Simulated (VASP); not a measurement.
# Li2H7 (C2/m) in VASP: a series of runs

The runs below take Li2H7 through single point, relaxation of cell and atoms, with PBE.

Program: VASP 6.6.1. These are calculated values, not measurements. Logs are shortened: lines on timing, memory, paths and dates and some standing lists are left out, and cuts for length are marked.

## 1. The cell of the first run

Symmetry: C2/m, No. 12, monoclinic system. Conventional cell: a = 4.396 Å, b = 4.970 Å, c = 5.793 Å, α = 90.00°, β = 111.21°, γ = 90.00°. Within 2.6 Å of Li (site symmetry m) lie 14 H at 1.96 to 2.57 Å and 1 Li at 2.27 Å. H (site symmetry -1) has 4 H at 1.66 to 2.20 Å and 4 Li at 1.99 to 2.03 Å within 2.2 Å. H (site symmetry 1) has 1 H at 0.83 Å within 1.1 Å. Within 2.2 Å of H (site symmetry 2/m) lie 4 H at 1.66 Å.

The cell was generated, and may not be a known phase.

## 2. Single point, PBE

Input file INCAR:

```
SYSTEM = Li2H7
PREC = Accurate ; ENCUT = 520
EDIFF = 1E-6 ; ISMEAR = 0
SIGMA = 0.1 ; LREAL = .FALSE.
LASPH = .TRUE. ; NELM = 60
ALGO = Normal ; ISIF = 2
LWAVE = .FALSE. ; LCHARG = .TRUE.
GGA = PE ; LELF = .TRUE.
LVHAR = .TRUE. ; NBANDS = 16
```

Input file KPOINTS:

```
Automatic mesh
0
G
  6 6 4
  0 0 0
```

Input file POSCAR:

```
Li2H7
1.0
    2.1963198053     -2.4852048935     -0.0906824491
    2.1963198053      2.4852048935     -0.0906824491
   -1.8716039537      0.0000000000      5.4820139027
Li H
2 7
Direct
    0.8927873244      0.8927873244      0.2901588007
    0.1072126756      0.1072126756      0.7098411993
    0.0000000000      0.5000000000      0.5000000000
    0.5000000000      0.0000000000      0.5000000000
    0.3635130061      0.1973271757      0.0640318171
    0.6364869939      0.8026728243      0.9359681829
    0.8026728243      0.6364869939      0.9359681829
    0.1973271757      0.3635130061      0.0640318171
    0.5000000000      0.5000000000      0.5000000000
```

Potentials or basis: VASP PAW PBE potentials, release 64 (Li_sv, H).

Started as:

```console
> cat potpaw_PBE.64/Li_sv/POTCAR potpaw_PBE.64/H/POTCAR > POTCAR
> mpirun -np 1 vasp_std > vasp.out
```

OUTCAR:

```text
SYSTEM = Li2H7
   PREC = Accurate
   ENCUT = 520
   EDIFF = 1E-6
   ISMEAR = 0
   LREAL = .FALSE.
   LASPH = .TRUE.
   NELM = 60
   ISIF = 2
   GGA = PE

 ion  position               nearest neighbor table
   1  0.893  0.893  0.290-   2 2.27
   2  0.107  0.107  0.710-   1 2.27
   3  0.000  0.500  0.500-
   4  0.500  0.000  0.500-
   5  0.364  0.197  0.064-   8 0.83
   6  0.636  0.803  0.936-   7 0.83
   7  0.803  0.636  0.936-   6 0.83
   8  0.197  0.364  0.064-   5 0.83
   9  0.500  0.500  0.500-

  LATTYP: Found a base centered monoclinic cell.
 ALAT       =     4.3963821461
 B/A-ratio  =     1.1305681858
 C/A-ratio  =     1.3176062034
 COS(beta)  =    -0.3618625615

  Lattice vectors:

 A1 = (   2.1963198053,  -2.4852048935,  -0.0906824491)
 A2 = (   2.1963198053,   2.4852048935,  -0.0906824491)
 A3 = (  -1.8716039537,   0.0000000000,   5.4820139027)

Analysis of symmetry for initial positions (statically):
=====================================================================
 Subroutine PRICEL returns:
 Original cell was already a primitive cell.

 Routine SETGRP: Setting up the symmetry group for a
 base centered monoclinic supercell.

 Subroutine GETGRP returns: Found  4 space group operations
 (whereof  4 operations were pure point group operations)
 out of a pool of  4 trial point group operations.

The static configuration has the point symmetry C_2h.

Analysis of symmetry for dynamics (positions and initial velocities):
=====================================================================
 Subroutine PRICEL returns:
 Original cell was already a primitive cell.

 Routine SETGRP: Setting up the symmetry group for a
 base centered monoclinic supercell.

 Subroutine GETGRP returns: Found  4 space group operations
 (whereof  4 operations were pure point group operations)
 out of a pool of  4 trial point group operations.

The dynamic configuration has the point symmetry C_2h.

 Subroutine INISYM returns: Found  4 space group operations
 (whereof  4 operations are pure point group operations),
 and found     1 'primitive' translations

----------------------------------------------------------------------------------------

                                     Primitive cell

  volume of cell :      59.0014

  direct lattice vectors                    reciprocal lattice vectors
     2.196319805 -2.485204894 -0.090682449     0.230908478 -0.201190655  0.078834025
     2.196319805  2.485204894 -0.090682449     0.230908478  0.201190655  0.078834025
    -1.871603954  0.000000000  5.482013903     0.007639290  0.000000000  0.185022830

  length of vectors
     3.317873921  3.317873921  5.792700388     0.316245487  0.316245487  0.185180469

  position of ions in fractional coordinates (direct lattice)
     0.892787324  0.892787324  0.290158801
     0.107212676  0.107212676  0.709841199
     1.000000000  0.500000000  0.500000000
     0.500000000  1.000000000  0.500000000
     0.363513006  0.197327176  0.064031817
     0.636486994  0.802672824  0.935968183
     0.802672824  0.636486994  0.935968183
     0.197327176  0.363513006  0.064031817
     0.500000000  0.500000000  0.500000000

  ion indices of the primitive-cell ions
   primitive index   ion index
                 1           1
                 2           2
                 3           3
                 4           4
                 5           5
                 6           6
                 7           7
                 8           8
                 9           9

----------------------------------------------------------------------------------------

 KPOINTS: Automatic mesh

Automatic generation of k-mesh.
 Grid dimensions read from file:
 generate k-points for:    6    6    4

 Generating k-lattice:

  Cartesian coordinates                     Fractional coordinates (reciprocal lattice)
     0.038484746 -0.033531776  0.013139004     0.166666667 -0.000000000  0.000000000
     0.038484746  0.033531776  0.013139004    -0.000000000  0.166666667  0.000000000
     0.001909822  0.000000000  0.046255707     0.000000000  0.000000000  0.250000000

  Length of vectors
     0.052707581  0.052707581  0.046295117

  Shift w.r.t. Gamma in fractional coordinates (k-lattice)
     0.000000000  0.000000000  0.000000000

 Subroutine IBZKPT returns following result:
 ===========================================

 Found     47 irreducible k-points:

 Following reciprocal coordinates:
            Coordinates               Weight
  0.000000  0.000000  0.000000      1.000000
  0.166667  0.000000  0.000000      4.000000
  0.333333 -0.000000  0.000000      4.000000
  0.500000 -0.000000  0.000000      2.000000
  0.166667  0.166667  0.000000      2.000000
  0.333333  0.166667  0.000000      4.000000
[... 16 lines left out ...]
 -0.333333  0.166667  0.250000      4.000000
 -0.166667  0.166667  0.250000      4.000000
 [... further k-points ...]
   k-points           NKPTS =     47   k-points in BZ     NKDIM =     47   number of bands    NBANDS=     16
   number of dos      NEDOS =    301   number of ions     NIONS =      9
   total plane-waves  NPLWV =  37632
   dimension x,y,z NGX =    28 NGY =   28 NGZ =   48
   dimension x,y,z NGXF=    56 NGYF=   56 NGZF=   96
   ions per type =               2   7
   NGX,Y,Z   is equivalent  to a cutoff of  14.03, 14.03, 13.78 a.u.
   NGXF,Y,Z  is equivalent  to a cutoff of  28.06, 28.06, 27.55 a.u.
 SYSTEM =  Li2H7
   PREC   = accura    normal or accurate (medium, high low for compatibility)
   ISTART =      0    job   : 0-new  1-cont  2-samecut
   ICHARG =      2    charge: 1-file 2-atom 10-const
   ISPIN  =      1    spin polarized calculation?
   LNONCOLLINEAR =      F non collinear calculations
   LSORBIT =      F    spin-orbit coupling
   LASPH  =      T    aspherical Exc in radial PAW
   ENCUT  =  520.0 eV  38.22 Ry    6.18 a.u.   6.17  6.17 10.77*2*pi/ulx,y,z
   NELM   =     60;   NELMIN=  2; NELMDL= -5     # of ELM steps
   EDIFF  = 0.1E-05   stopping-criterion for ELM
   LREAL  =      F    real-space projection
   EDIFFG = 0.1E-04   stopping-criterion for IOM
   NSW    =      0    number of steps for IOM
   IBRION =     -1    ionic relax: 0-MD 1-quasi-New 2-CG
   NFREE  =      0    steps in history (QN), initial steepest desc. (CG)
   ISIF   =      2    stress and relaxation
   ISYM   =      2    0-nonsym 1-usesym 2-fastsym
   POTIM  = 0.5000    time-step for ionic-motion
   TEBEG  =    0.0;   TEEND  =   0.0 temperature during run
   PSTRESS=    0.0 pullay stress
   NELECT =      13.0000    total number of electrons
   NUPDOWN=      -1.0000    fix difference up-down
   EMIN   =  10.00;   EMAX   =-10.00  energy-range for DOS
   EFERMI =   0.00;   METHOD = LEGACY
   ISMEAR =     0;   SIGMA  =   0.10  broadening in eV -4-tet -1-fermi 0-gaus
   EFERMI_NEDOS =   21; number of points for ismear=-14 and -15
   IALGO  =     38    algorithm
   IMIX   =      4    mixing-type and parameters
     AMIX     =   0.40;   BMIX     =  1.00
     AMIX_MAG =   1.60;   BMIX_MAG =  1.00
  volume/ion in A,a.u.               =       6.56        44.24
  Fermi-wavevector in a.u.,A,eV,Ry     =   0.988785  1.868532 13.302354  0.977695
  Thomas-Fermi vector in A             =   2.120337
   LORBIT       =      0    0 simple, 1 ext, 2 COOP (PROOUT), +10 PAW based schemes
   GGA     = PE    functional components
   LHFCALC =     F    Hartree Fock is set to
   AEXX    =    0.0000 exact exchange contribution
   IVDW    =     0    specifies the selected vdW correction
   LEPSILON=     F    determine dielectric tensor
   LRPA    =     F    only Hartree local field effects (RPA)
 non-spin polarized calculation
 Gauss-broadening in eV      SIGMA  =   0.10
  energy-cutoff  :      520.00
  volume of cell :       59.00
 maximum number of plane-waves:      1606
 NGX is ok and might be reduce to    28
   NGX = 13   NGY = 13   NGZ = 21

 number of electron      13.0000001 magnetization

 Free energy of the ion-electron system (eV)
  ---------------------------------------------------
  ext. energy  EPLUGINS =         0.00000000
  ---------------------------------------------------
  free energy    TOTEN  =       -25.11051750 eV

  energy without entropy =      -25.10781530  energy(sigma->0) =      -25.10916640

 E-fermi :   2.0411     XC(G=0):  -8.3836

 val. band max:        2.0039280296   @ k =   0.3333   0.1667   0.0000
 cond. band min:       2.1924746918   @ k =   0.3333   0.1667   0.2500
 fundamental gap:      0.1885466622
 Fermi energy:         2.0411478117

 k-point     1 :       0.0000    0.0000    0.0000
  band No.  band energies     occupation
      1     -45.5022      2.00000
      2     -45.4428      2.00000
      3      -9.7477      2.00000
      4      -6.3485      2.00000
      5      -4.5030      2.00000
      6       2.2895      0.00044
[... 8 lines left out ...]
     15      12.3139      0.00000
     16      12.3694      0.00000

 k-point     2 :       0.1667    0.0000    0.0000
  band No.  band energies     occupation
      1     -45.5014      2.00000
      2     -45.4424      2.00000
      3      -9.4555      2.00000
      4      -6.1089      2.00000
      5      -4.7765      2.00000
      6       1.0811      2.00000
[... 8 lines left out ...]
     15      12.6855      0.00000
     16      12.9706      0.00000

 k-point     3 :       0.3333   -0.0000    0.0000
  band No.  band energies     occupation
      1     -45.4997      2.00000
      2     -45.4415      2.00000
      3      -8.6136      2.00000
      4      -6.0763      2.00000
      5      -4.9982      2.00000
      6      -1.1484      2.00000
[... 8 lines left out ...]
     15      11.4378      0.00000
     16      13.0076      0.00000
[... 362 lines left out ...]
 k-point    23 :      -0.3333    0.1667    0.2500
  band No.  band energies     occupation
      1     -45.4990      2.00000
      2     -45.4410      2.00000
      3      -8.4180      2.00000
      4      -5.9886      2.00000
      5      -4.8774      2.00000
      6      -0.7818      2.00000
[... 8 lines left out ...]
     15      11.6210      0.00000
     16      13.0939      0.00000

 k-point    24 :      -0.1667    0.1667    0.2500
  band No.  band energies     occupation
      1     -45.5004      2.00000
      2     -45.4422      2.00000
      3      -9.1478      2.00000
      4      -6.3029      2.00000
      5      -4.6405      2.00000
      6       0.9013      2.00000
[... 8 lines left out ...]
     15      12.0076      0.00000
     16      12.5167      0.00000

 [... further k-points ...]

------------------------ aborting loop because EDIFF is reached ----------------------------------------

  FORCE on cell =-STRESS in cart. coord.  units (eV):
  Direction    XX          YY          ZZ          XY          YZ          ZX
  --------------------------------------------------------------------------------------
  -------------------------------------------------------------------------------------
  Total       -0.0452644     -0.1605657     -0.0614082      0.0000000      0.0000000     -0.0165115
  in kB       -1.2291506     -4.3601449     -1.6675334      0.0000000      0.0000000     -0.4483680
  external PRESSURE =      -2.4189429 kB  Pullay stress =       0.0000000 kB

 VOLUME and BASIS-vectors are now :
 -----------------------------------------------------------------------------
  energy-cutoff  :      520.00
  volume of cell :       59.00
      direct lattice vectors                 reciprocal lattice vectors
     2.196319805 -2.485204894 -0.090682449     0.230908478 -0.201190655  0.078834025
     2.196319805  2.485204894 -0.090682449     0.230908478  0.201190655  0.078834025
    -1.871603954  0.000000000  5.482013903     0.007639290  0.000000000  0.185022830

 POSITION                                       TOTAL-FORCE (eV/Angst)
 -----------------------------------------------------------------------------------
      3.37863      0.00000      1.42873         0.009424      0.000000     -0.005900
     -0.85759      0.00000      3.87191        -0.009424      0.000000      0.005900
      0.16236      1.24260      2.69567        -0.000000      0.000000      0.000000
      0.16236     -1.24260      2.69567        -0.000000      0.000000      0.000000
      1.11194     -0.41301      0.30016         0.001654     -0.006161      0.000433
      1.40909      0.41301      5.00048        -0.001654      0.006161     -0.000433
      1.40909     -0.41301      5.00048        -0.001654     -0.006161     -0.000433
      1.11194      0.41301      0.30016         0.001654      0.006161      0.000433
      1.26052      0.00000      2.65032        -0.000000      0.000000      0.000000
 -----------------------------------------------------------------------------------
    total drift:                               -0.000000     -0.000000      0.000000

  FREE ENERGIE OF THE ION-ELECTRON SYSTEM (eV)
  ---------------------------------------------------
  free  energy   TOTEN  =       -25.1105174970 eV

  energy  without entropy=      -25.1078153013  energy(sigma->0) =      -25.10916640
```

Wall time 25 s (1 thread of AMD EPYC 9R45 (Zen 5), shared host); peak memory 0.16 GiB.

Results:

* Free energy: -25.1105 eV
* Largest force: 0.011 eV/Å
* Band gap on the k mesh: zero (an odd number of electrons rules out a gap without spin polarisation)

Forces in eV/Å, atoms in the order of the input:
```
Li   0.009  0.000 -0.006
Li  -0.009  0.000  0.006
H    0.000  0.000  0.000
H    0.000  0.000  0.000
H    0.002 -0.006  0.000
H   -0.002  0.006  0.000
H   -0.002 -0.006  0.000
H    0.002  0.006  0.000
H    0.000  0.000  0.000
```

Levels at points of the mesh, in eV from the Fermi level:
```csv
k point,band 2,band 3,band 4,band 5,band 6,band 7,band 8,band 9,band 10,band 11
"(0.00, 0.00, 0.00)",-47.48,-11.79,-8.39,-6.54,0.25,0.98,2.59,3.61,5.71,5.84
"(0.50, 0.00, 0.00)",-47.48,-9.50,-9.28,-6.35,-4.54,1.94,2.42,2.90,3.58,6.16
"(0.50, 0.50, 0.00)",-47.48,-8.59,-8.38,-5.03,-3.21,-3.20,-1.16,1.29,3.04,3.10
"(0.00, 0.00, 0.50)",-47.48,-11.63,-9.09,-5.92,0.21,2.30,2.99,3.66,3.77,4.73
"(0.50, 0.00, 0.50)",-47.48,-9.50,-9.27,-6.38,-4.55,1.99,2.58,2.92,3.49,6.18
"(0.50, 0.50, 0.50)",-47.48,-8.51,-8.47,-4.64,-3.38,-3.20,-2.47,2.86,3.07,4.91
```

Caveat: the cutoff is under 1.25 times the usual one of these potentials, so pressure, stress and relaxed cells hold a basis-set (Pulay) error; an odd number of electrons without spin polarisation forces a metal; a magnetic or distorted state may lie lower.

## 3. Relaxation of cell and atoms, PBE

Input file INCAR:

```
PREC     = Accurate       # precision mode
ENCUT    = 600            # plane-wave cutoff, eV
EDIFF    = 1E-6           # SCF threshold, eV
ISMEAR   = 0              # smearing method
SIGMA    = 0.1            # smearing width, eV
LREAL    = False          # projectors in reciprocal space
LASPH    = True           # aspherical terms in the spheres
NELM     = 60             # most SCF steps
ALGO     = Normal         # electronic algorithm
ISIF     = 3              # what is computed and relaxed
LWAVE    = False          # write WAVECAR
LCHARG   = False          # write CHGCAR
GGA      = PE             # functional
IBRION   = 2              # ionic algorithm
NSW      = 100            # ionic steps
EDIFFG   = -0.01          # ionic threshold
```

Input file KPOINTS:

```
Automatic mesh
0
Gamma
  12 12 8
```

POSCAR: that of step 2 with these lines changed.

```diff
@@ -2,5 +2,5 @@
 1.0
-    2.1963198053     -2.4852048935     -0.0906824491
-    2.1963198053      2.4852048935     -0.0906824491
-   -1.8716039537      0.0000000000      5.4820139027
+    2.1981910731     -2.4852048935      0.0000000000
+    2.1981910731      2.4852048935      0.0000000000
+   -2.0961614002      0.0000000000      5.4001375143
 Li H
```

Potentials or basis: VASP PAW PBE potentials, release 64 (Li_sv, H).

Started as:

```console
> cat potpaw_PBE.64/Li_sv/POTCAR potpaw_PBE.64/H/POTCAR > POTCAR
> mpirun -np 1 vasp_std > vasp.out
```

Wall time 18 min (1 thread of AMD EPYC 9R45 (Zen 5), shared host); peak memory 0.32 GiB.

Results (log left out):

```yaml
Free_energy: -25.0892 eV
Relaxed_volume: 6.54 Å³/atom
Relaxed_cell: a = 3.341 Å, b = 3.341 Å, c = 5.720 Å, α = 104.17°, β = 104.17°, γ = 96.92°
Space_group_after_relaxing_to_0.1_Å: Fmmm (No. 69)
Energy_gained_by_relaxing: 0.6 meV/atom
Ionic_steps: 27
Pressure_after_relaxing: 0.0 GPa
Largest_force_after_relaxing: 0.010 eV/Å
Band_gap_on_the_k_mesh: zero (an odd number of electrons rules out a gap without spin polarisation)
```

Forces in eV/Å, atoms in the order of the input:
```
Li   0.008  0.000 -0.005
Li  -0.008  0.000  0.005
H    0.000  0.000  0.000
H    0.000  0.000  0.000
H   -0.001  0.005 -0.003
H    0.001 -0.005  0.003
H    0.001  0.005  0.003
H   -0.001 -0.005 -0.003
H    0.000  0.000  0.000
```

Step by step:
| step | energy change (eV) | largest force (eV/Å) | pressure (GPa) | volume (Å³) |
| --- | --- | --- | --- | --- |
| 1 | 0.0000 | 0.0687 | 0.00 | 59.00 |
| 2 | -0.0013 | 0.0376 | 0.20 | 59.00 |
| 3 | -0.0014 | 0.0876 | 0.31 | 59.00 |
| 4 | -0.0022 | 0.0769 | 0.29 | 59.03 |
| 5 | -0.0038 | 0.0462 | 0.23 | 59.12 |
| 6 | -0.0041 | 0.0637 | 0.11 | 59.29 |
| 7 | -0.0044 | 0.0404 | 0.16 | 59.22 |
| 8 | -0.0046 | 0.0342 | 0.12 | 59.26 |
| 9 | -0.0049 | 0.0276 | -0.02 | 59.38 |
| 10 | -0.0046 | 0.0712 | -0.28 | 59.61 |
| 11 | -0.0049 | 0.0392 | -0.10 | 59.44 |
| 12 | -0.0050 | 0.0171 | -0.07 | 59.46 |
| 13 | -0.0051 | 0.0125 | -0.05 | 59.47 |
| 14 | -0.0051 | 0.0124 | -0.05 | 59.47 |
| 15 | -0.0051 | 0.0118 | -0.04 | 59.45 |
| 16 | -0.0053 | 0.0109 | -0.03 | 59.41 |
| 17 | -0.0054 | 0.0160 | 0.01 | 59.34 |
| 18 | -0.0054 | 0.0168 | -0.04 | 59.33 |
| 19 | -0.0054 | 0.0188 | -0.06 | 59.33 |
| 20 | -0.0054 | 0.0190 | -0.06 | 59.32 |
| 21 | -0.0055 | 0.0190 | -0.07 | 59.28 |
| 22 | -0.0056 | 0.0192 | -0.08 | 59.22 |
| 23 | -0.0057 | 0.0205 | -0.11 | 59.09 |
| 24 | -0.0057 | 0.0302 | 0.01 | 59.00 |
| 25 | -0.0057 | 0.0206 | -0.04 | 59.04 |
| 26 | -0.0058 | 0.0131 | -0.02 | 58.99 |
| 27 | -0.0058 | 0.0097 | 0.01 | 58.90 |

Final structure:
```
CELL_PARAMETERS angstrom
2.21549 -2.50074 0.00011
2.21549 2.50074 0.00011
-2.11247 0.00000 5.31588
ATOMIC_POSITIONS crystal
Li 0.89779 0.89779 0.28920
Li 0.10221 0.10221 0.71080
H 0.00000 0.50000 0.50000
H 0.50000 0.00000 0.50000
H 0.36583 0.20204 0.07060
H 0.63417 0.79796 0.92940
H 0.79796 0.63417 0.92940
H 0.20204 0.36583 0.07060
H 0.50000 0.50000 0.50000
```

Levels at points of the mesh, in eV from the Fermi level:
```
           k point  band 4  band 5  band 6  band 7  band 8  band 9
(0.00, 0.00, 0.00)   -8.13   -6.75    0.30    1.30    2.65    3.58
(0.50, 0.00, 0.00)   -9.27   -6.13   -4.41    1.85    2.52    2.94
(0.50, 0.50, 0.00)   -8.41   -4.95   -3.13   -3.04   -0.90    1.29
(0.00, 0.00, 0.50)   -9.00   -5.97    0.25    2.32    3.30    3.85
(0.50, 0.00, 0.50)   -9.26   -6.16   -4.42    1.91    2.69    2.93
(0.50, 0.50, 0.50)   -8.51   -4.52   -3.32   -3.04   -2.35    2.96
```

Caveat: the cutoff is under 1.25 times the usual one of these potentials, so pressure, stress and relaxed cells hold a basis-set (Pulay) error; an odd number of electrons without spin polarisation forces a metal; a magnetic or distorted state may lie lower.

The gap in the log of VASP goes by the Fermi energy; the results here count the filled bands.